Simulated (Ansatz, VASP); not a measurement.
## Two plane-wave programs on CaC2

The input INCAR:

```
SYSTEM = CaC2
PREC = Accurate
ENCUT = 520
EDIFF = 1E-6
ISMEAR = 0
SIGMA = 0.05
LREAL = .FALSE.
LASPH = .TRUE.
NELM = 60
ALGO = Normal
ISIF = 2
LWAVE = .FALSE.
LCHARG = .FALSE.
NBANDS = 16
```

File KPOINTS:

```
Automatic mesh
0
G
  9 9 9
  0 0 0
```

Contents of POSCAR:

```
CaC2
1.0
    1.8835953102      1.0874942594      4.2132578060
   -1.8835953102      1.0874942594      4.2132578060
    0.0000000000     -2.1749885188      4.2132578059
Ca C
1 2
Direct
    0.0000000000      0.0000000000      0.0000000000
    0.5529150000      0.5529150000      0.5529150000
    0.4470850000      0.4470850000      0.4470850000
```

Input for Ansatz:

```yaml
crystal:
  lattice:
    - [1.8835953102, 1.0874942594, 4.213257806]
    - [-1.8835953102, 1.0874942594, 4.213257806]
    - [0.0, -2.1749885188, 4.2132578059]
  atoms:
    - { symbol: Ca, position: [0.0, 0.0, 0.0] }
    - { symbol: C, position: [0.552915, 0.552915, 0.552915] }
    - { symbol: C, position: [0.447085, 0.447085, 0.447085] }
basis:
  ecutwfc: 420
kpoints:
  mp_grid: { grid: [9, 9, 9] }
hamiltonian:
  xc: lda
scf:
  occupations: { method: gaussian, width: 0.05 }
output:
  forces: true
  stress: true
  eigenvalues: true
```

Alike in both runs: task single point; functional LDA; k mesh 9 × 9 × 9; occupations gaussian, width 0.05 eV; no spin polarisation.

|  | VASP | Ansatz |
| --- | --- | --- |
| version | VASP 6.6.1 | Ansatz 0.2.0 |
| potentials or method | VASP PAW LDA potentials, release 64 (Ca_sv, C), cutoff 520 eV | scalar-relativistic, plane waves, PAW |
| valence electrons in the cell | 18 | 18 |

|  | VASP | Ansatz | Ansatz less VASP |
| --- | --- | --- | --- |
| gap on the k mesh at the Fermi level (eV) | 2.40 | 2.41 | +0.012 |
| least direct gap on the mesh (eV) | 2.93 | 2.94 | +0.001 |
| pressure (GPa) | -11.3 | -11.6 | -0.32 |
| traceless stress, the component that is largest in VASP (GPa) | -19.23 | -19.45 | -0.218 |
| rms of the force components (eV/Å) | 2.510 | 2.541 | +0.0306 |

LDA's correlation is that of Perdew and Zunger in VASP and of Perdew and Wang (1992) in Ansatz. Atom by atom the forces differ by 0.031 eV/Å (rms over components).
